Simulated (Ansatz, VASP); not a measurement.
InSb: VASP beside Ansatz

Contents of INCAR:

```
SYSTEM = InSb
PREC = Accurate
ENCUT = 600
EDIFF = 1E-7
ISMEAR = 0
SIGMA = 0.1
LREAL = .FALSE.
LASPH = .TRUE.
NELM = 60
ALGO = Normal
ISIF = 3
LWAVE = .FALSE.
LCHARG = .FALSE.
GGA = CA
IBRION = 2
NSW = 100
EDIFFG = -0.002
```

The input KPOINTS:

```
Automatic mesh
0
G
  12 12 12
  0 0 0
```

Contents of POSCAR:

```
InSb
1.0
    0.0000000000      3.3166107100      3.3166107100
    3.3166107100      0.0000000000      3.3166107100
    3.3166107100      3.3166107100      0.0000000000
In Sb
1 1
Direct
    0.0000000000      0.0000000000      0.0000000000
    0.7500000000      0.7500000000      0.7500000000
```

Input for Ansatz:

```yaml
crystal:
  lattice:
    - [0.0, 3.31661071, 3.31661071]
    - [3.31661071, 0.0, 3.31661071]
    - [3.31661071, 3.31661071, 0.0]
  atoms:
    - { symbol: In, position: [0.0, 0.0, 0.0] }
    - { symbol: Sb, position: [0.75, 0.75, 0.75] }
basis:
  ecutwfc: 420
kpoints:
  mp_grid: { grid: [12, 12, 12] }
hamiltonian:
  xc: lda
  pseudopotentials: { kind: paw, azcp: { folder: soft_1 } }
scf:
  occupations: { method: gaussian, width: 0.1 }
output:
  forces: true
  stress: true
  eigenvalues: true
  write_density: true
  write_potential: true
  elf: true
  volumetric_format: npy
relax:
  adjacent_minimum: "off"
  f_tol: 0.002
  max_steps: 80
  cell: { stress_tol: 0.02 }
```

Alike in both runs: task relaxation of cell and atoms; functional LDA; k mesh 12 × 12 × 12; occupations gaussian, width 0.1 eV; no spin polarisation.

```csv
,VASP,Ansatz
version,VASP 6.6.1,Ansatz 0.2.0
potentials or method,"VASP PAW LDA potentials, release 64 (In_d, Sb), cutoff 600 eV","scalar-relativistic, plane waves, PAW"
valence electrons in the cell,18,28
```

```csv
,VASP,Ansatz,Ansatz less VASP
"gap on the k mesh at the Fermi level, each at its own relaxed structure (eV)",none,none,-
relaxed volume (Å³/atom),33.62,33.54,-0.080
relaxed cell length with the largest relative difference (Å),4.564,4.561,-0.0036
```

Ansatz warns that its potentials were made for another functional, while VASP's fit it. LDA's correlation is that of Perdew and Zunger in VASP and of Perdew and Wang (1992) in Ansatz. A gap of «none» marks a metal or a gap that the smearing closes. VASP's potentials hold 18 valence electrons a cell and Ansatz's 28, so a difference there can come from the potentials and not from the codes.

Neither program's run includes spin-orbit coupling.
